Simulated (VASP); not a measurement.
# Mg (Pm-3m) in VASP: single point with PBE

Aim: the single point of Mg with PBE.

Everything below comes from runs of VASP 6.6.1. Logs are shortened: lines on timing, memory, paths and dates and some standing lists are left out, and cuts for length are marked.

## 1. The cell of the first run

The structure is cubic, space group Pm-3m (No. 221). Conventional cell: a = 4.171 Å, b = 4.171 Å, c = 4.171 Å, α = 90.00°, β = 90.00°, γ = 90.00°. Within 3.9 Å of Mg (site symmetry 4/mmm) lie 8 Mg at 2.95 Å.

## 2. Single point, PBE

INCAR

```
  ALGO = Fast
  EDIFF = 1E-6
  ENCUT = 520
  GGA = PE
  ISIF = 2
  ISMEAR = 0
  LASPH = True
  LCHARG = True
  LELF = True
  LREAL = False
  LVHAR = True
  LWAVE = False
  NBANDS = 10
  NELM = 100
  PREC = Accurate
  SIGMA = 0.1
```

KPOINTS

```
k-points
0
Gamma
  4 4 4
```

POSCAR

```
Mg
1.0
    4.1711256200      0.0000000000      0.0000000000
    0.0000000000      4.1711256200      0.0000000000
    0.0000000000      0.0000000000      4.1711256200
Mg
3
Direct
    0.0000000000      0.5000000000      0.5000000000
    0.5000000000      0.0000000000      0.5000000000
    0.5000000000      0.5000000000      0.0000000000
```

Potentials or basis: VASP PAW PBE potentials, release 64 (Mg).

On the command line:

```console
$ cat potpaw_PBE.64/Mg/POTCAR > POTCAR
$ mpirun -np 1 vasp_std > vasp.out
```

OUTCAR:

```text
EDIFF = 1E-6
   ENCUT = 520
   GGA = PE
   ISIF = 2
   ISMEAR = 0
   LASPH = True
   LREAL = False
   NELM = 100
   PREC = Accurate

 ion  position               nearest neighbor table
   1  0.000  0.500  0.500-   2 2.95   3 2.95   3 2.95   2 2.95   2 2.95   3 2.95   3 2.95   2 2.95

   2  0.500  0.000  0.500-   1 2.95   3 2.95   3 2.95   1 2.95   3 2.95   3 2.95   1 2.95   1 2.95

   3  0.500  0.500  0.000-   1 2.95   2 2.95   1 2.95   2 2.95   2 2.95   2 2.95   1 2.95   1 2.95

  LATTYP: Found a simple cubic cell.
 ALAT       =     4.1711256200

  Lattice vectors:

 A1 = (   4.1711256200,   0.0000000000,   0.0000000000)
 A2 = (   0.0000000000,   4.1711256200,   0.0000000000)
 A3 = (   0.0000000000,   0.0000000000,   4.1711256200)

Analysis of symmetry for initial positions (statically):
=====================================================================
 Subroutine PRICEL returns:
 Original cell was already a primitive cell.

 Routine SETGRP: Setting up the symmetry group for a
 simple cubic supercell.

 Subroutine GETGRP returns: Found 48 space group operations
 (whereof 48 operations were pure point group operations)
 out of a pool of 48 trial point group operations.

The static configuration has the point symmetry O_h .

Analysis of symmetry for dynamics (positions and initial velocities):
=====================================================================
 Subroutine PRICEL returns:
 Original cell was already a primitive cell.

 Routine SETGRP: Setting up the symmetry group for a
 simple cubic supercell.

 Subroutine GETGRP returns: Found 48 space group operations
 (whereof 48 operations were pure point group operations)
 out of a pool of 48 trial point group operations.

The dynamic configuration has the point symmetry O_h .

 Subroutine INISYM returns: Found 48 space group operations
 (whereof 48 operations are pure point group operations),
 and found     1 'primitive' translations

----------------------------------------------------------------------------------------

                                     Primitive cell

  volume of cell :      72.5704

  direct lattice vectors                    reciprocal lattice vectors
     4.171125620  0.000000000  0.000000000     0.239743439  0.000000000  0.000000000
     0.000000000  4.171125620  0.000000000     0.000000000  0.239743439  0.000000000
     0.000000000  0.000000000  4.171125620     0.000000000  0.000000000  0.239743439

  length of vectors
     4.171125620  4.171125620  4.171125620     0.239743439  0.239743439  0.239743439

  position of ions in fractional coordinates (direct lattice)
     0.000000000  0.500000000  0.500000000
     0.500000000  0.000000000  0.500000000
     0.500000000  0.500000000  0.000000000

  ion indices of the primitive-cell ions
   primitive index   ion index
                 1           1
                 2           2
                 3           3

----------------------------------------------------------------------------------------

 KPOINTS: k-points

Automatic generation of k-mesh.
 Grid dimensions read from file:
 generate k-points for:    4    4    4

 Generating k-lattice:

  Cartesian coordinates                     Fractional coordinates (reciprocal lattice)
     0.059935860  0.000000000  0.000000000     0.250000000  0.000000000  0.000000000
     0.000000000  0.059935860  0.000000000     0.000000000  0.250000000  0.000000000
     0.000000000  0.000000000  0.059935860     0.000000000  0.000000000  0.250000000

  Length of vectors
     0.059935860  0.059935860  0.059935860

  Shift w.r.t. Gamma in fractional coordinates (k-lattice)
     0.000000000  0.000000000  0.000000000

 Subroutine IBZKPT returns following result:
 ===========================================

 Found     10 irreducible k-points:

 Following reciprocal coordinates:
            Coordinates               Weight
  0.000000  0.000000  0.000000      1.000000
  0.250000  0.000000  0.000000      6.000000
  0.500000  0.000000  0.000000      3.000000
  0.250000  0.250000  0.000000     12.000000
  0.500000  0.250000  0.000000     12.000000
  0.500000  0.500000  0.000000      3.000000
  0.250000  0.250000  0.250000      8.000000
  0.500000  0.250000  0.250000     12.000000
  0.500000  0.500000  0.250000      6.000000
  0.500000  0.500000  0.500000      1.000000
   k-points           NKPTS =     10   k-points in BZ     NKDIM =     10   number of bands    NBANDS=     10
   number of dos      NEDOS =    301   number of ions     NIONS =      3
   total plane-waves  NPLWV =  32768
   dimension x,y,z NGX =    32 NGY =   32 NGZ =   32
   dimension x,y,z NGXF=    64 NGYF=   64 NGZF=   64
   ions per type =               3
   NGX,Y,Z   is equivalent  to a cutoff of  12.75, 12.75, 12.75 a.u.
   NGXF,Y,Z  is equivalent  to a cutoff of  25.51, 25.51, 25.51 a.u.
 SYSTEM =  unknown system
   PREC   = accura    normal or accurate (medium, high low for compatibility)
   ISTART =      0    job   : 0-new  1-cont  2-samecut
   ICHARG =      2    charge: 1-file 2-atom 10-const
   ISPIN  =      1    spin polarized calculation?
   LNONCOLLINEAR =      F non collinear calculations
   LSORBIT =      F    spin-orbit coupling
   LASPH  =      T    aspherical Exc in radial PAW
   ENCUT  =  520.0 eV  38.22 Ry    6.18 a.u.   7.76  7.76  7.76*2*pi/ulx,y,z
   NELM   =    100;   NELMIN=  2; NELMDL= -5     # of ELM steps
   EDIFF  = 0.1E-05   stopping-criterion for ELM
   LREAL  =      F    real-space projection
[... 7 lines left out ...]
   TEBEG  =    0.0;   TEEND  =   0.0 temperature during run
   PSTRESS=    0.0 pullay stress
   NELECT =       6.0000    total number of electrons
   NUPDOWN=      -1.0000    fix difference up-down
   EMIN   =  10.00;   EMAX   =-10.00  energy-range for DOS
   EFERMI =   0.00;   METHOD = LEGACY
   ISMEAR =     0;   SIGMA  =   0.10  broadening in eV -4-tet -1-fermi 0-gaus
   EFERMI_NEDOS =   21; number of points for ismear=-14 and -15
   IALGO  =     68    algorithm
   IMIX   =      4    mixing-type and parameters
     AMIX     =   0.40;   BMIX     =  1.00
     AMIX_MAG =   1.60;   BMIX_MAG =  1.00
  volume/ion in A,a.u.               =      24.19       163.24
  Fermi-wavevector in a.u.,A,eV,Ry     =   0.713190  1.347734  6.920469  0.508640
  Thomas-Fermi vector in A             =   1.800763
   LORBIT       =      0    0 simple, 1 ext, 2 COOP (PROOUT), +10 PAW based schemes
   GGA     = PE    functional components
   LHFCALC =     F    Hartree Fock is set to
   AEXX    =    0.0000 exact exchange contribution
   IVDW    =     0    specifies the selected vdW correction
   LEPSILON=     F    determine dielectric tensor
   LRPA    =     F    only Hartree local field effects (RPA)
 non-spin polarized calculation
 RMM-DIIS sequential band-by-band and
 Gauss-broadening in eV      SIGMA  =   0.10
  energy-cutoff  :      520.00
  volume of cell :       72.57
 maximum number of plane-waves:      1972
 NGX is ok and might be reduce to    32
   NGX = 15   NGY = 15   NGZ = 15

 number of electron       6.0000000 magnetization

 Free energy of the ion-electron system (eV)
  ---------------------------------------------------
  ext. energy  EPLUGINS =         0.00000000
  ---------------------------------------------------
  free energy    TOTEN  =        -3.51133657 eV

  energy without entropy =       -3.50066588  energy(sigma->0) =       -3.50600123

 E-fermi :   2.0267     XC(G=0):  -8.2358

 val. band max:        1.9684616214   @ k =   0.5000   0.5000   0.5000
 cond. band min:       2.0792129518   @ k =   0.5000   0.2500   0.2500
 fundamental gap:      0.1107513303
 Fermi energy:         2.0266871764

 k-point     1 :       0.0000    0.0000    0.0000
  band No.  band energies     occupation
      1      -4.5321      2.00000
      2       3.2593      0.00000
      3       3.2593      0.00000
      4       3.2593      0.00000
      5       4.4718      0.00000
      6       4.5417      0.00000
      7       4.5417      0.00000
      8      10.2814      0.00000
      9      10.2814      0.00000
     10      10.2814      0.00000

 k-point     2 :       0.2500    0.0000    0.0000
  band No.  band energies     occupation
      1      -4.0133      2.00000
      2       0.3158      2.00000
      3       3.7015      0.00000
      4       3.7015      0.00000
      5       4.8811      0.00000
      6       5.0242      0.00000
      7       7.6949      0.00000
      8       7.6949      0.00000
      9       8.2444      0.00000
     10       9.4893      0.00000

 k-point     3 :       0.5000    0.0000    0.0000
  band No.  band energies     occupation
      1      -2.8684      2.00000
      2      -1.8225      2.00000
      3       4.6111      0.00000
      4       4.6111      0.00000
      5       5.4386      0.00000
      6       5.8531      0.00000
      7       5.8531      0.00000
      8       5.8921      0.00000
      9       7.7785      0.00000
     10       8.7725      0.00000

 k-point     4 :       0.2500    0.2500    0.0000
  band No.  band energies     occupation
      1      -3.4967      2.00000
      2       0.8011      2.00000
      3       0.8022      2.00000
      4       4.1430      0.00000
      5       4.5714      0.00000
      6       6.0781      0.00000
      7       7.9946      0.00000
      8       8.1946      0.00000
      9       8.2852      0.00000
     10       8.7812      0.00000
[... 40 lines left out ...]
 k-point     8 :       0.5000    0.2500    0.2500
  band No.  band energies     occupation
      1      -1.8462      2.00000
      2      -0.8261      2.00000
      3       2.0792      0.45759
      4       2.7158      0.00000
      5       2.9447      0.00000
      6       3.8285      0.00000
      7       6.4013      0.00000
      8       7.7954      0.00000
      9      10.0035      0.00000
     10      10.6658      0.00000

 k-point     9 :       0.5000    0.5000    0.2500
  band No.  band energies     occupation
      1      -0.7308      2.00000
      2       0.2897      2.00000
      3       0.2897      2.00000
      4       1.2265      2.00000
      5       3.5762      0.00000
      6       4.3447      0.00000
      7       4.3447      0.00000
      8       5.9215      0.00000
      9      11.7724      0.00000
     10      12.1235      0.00000

 k-point    10 :       0.5000    0.5000    0.5000
  band No.  band energies     occupation
      1       0.2030      2.00000
      2       1.7094      1.99999
      3       1.7094      1.99999
      4       1.7094      1.99999
      5       1.9685      1.58974
      6       1.9685      1.58974
      7       1.9685      1.58974
      8       4.1601      0.00000
      9      15.4256      0.00000
     10      15.4261      0.00000

------------------------ aborting loop because EDIFF is reached ----------------------------------------

  FORCE on cell =-STRESS in cart. coord.  units (eV):
  Direction    XX          YY          ZZ          XY          YZ          ZX
  --------------------------------------------------------------------------------------
  -------------------------------------------------------------------------------------
  Total        2.2611164      2.2611164      2.2611164     -0.0000000      0.0000000     -0.0000000
  in kB       49.9198993     49.9198993     49.9198993     -0.0000000      0.0000000     -0.0000000
  external PRESSURE =      49.9198993 kB  Pullay stress =       0.0000000 kB

 VOLUME and BASIS-vectors are now :
 -----------------------------------------------------------------------------
  energy-cutoff  :      520.00
  volume of cell :       72.57
      direct lattice vectors                 reciprocal lattice vectors
     4.171125620  0.000000000  0.000000000     0.239743439  0.000000000  0.000000000
     0.000000000  4.171125620  0.000000000     0.000000000  0.239743439  0.000000000
     0.000000000  0.000000000  4.171125620     0.000000000  0.000000000  0.239743439

 POSITION                                       TOTAL-FORCE (eV/Angst)
 -----------------------------------------------------------------------------------
      0.00000      2.08556      2.08556         0.000000      0.000000      0.000000
      2.08556      0.00000      2.08556         0.000000      0.000000      0.000000
      2.08556      2.08556      0.00000         0.000000      0.000000      0.000000
 -----------------------------------------------------------------------------------
    total drift:                                0.000000     -0.000000      0.000000

  FREE ENERGIE OF THE ION-ELECTRON SYSTEM (eV)
  ---------------------------------------------------
  free  energy   TOTEN  =        -3.5113365728 eV

  energy  without entropy=       -3.5006658782  energy(sigma->0) =       -3.50600123
```

Run time: 5.9 s. Hardware: 1 thread of Intel Xeon Platinum 8488C (Sapphire Rapids), shared host; peak memory 0.16 GiB.

Results:

```yaml
Free_energy: -3.5113 eV
Pressure: 5.0 GPa
Band_gap_on_the_k_mesh: zero (band 3 reaches 4.61 eV, above the bottom of band 4 at 0.80 eV)
```

Levels at points of the mesh, in eV from the Fermi level:
```
           k point  band 1  band 2  band 3  band 4  band 5  band 6  band 7  band 8
(0.00, 0.00, 0.00)   -6.56    1.23    1.23    1.23    2.45    2.52    2.52    8.25
(0.50, 0.00, 0.00)   -4.90   -3.85    2.58    2.58    3.41    3.83    3.83    3.87
(0.50, 0.50, 0.00)   -3.24   -2.26   -2.26   -1.23    3.96    5.05    5.05    6.42
(0.50, 0.50, 0.50)   -1.82   -0.32   -0.32   -0.32   -0.06   -0.06   -0.06    2.13
```

Caveat: the k points lie up to 0.38 Å⁻¹ apart.
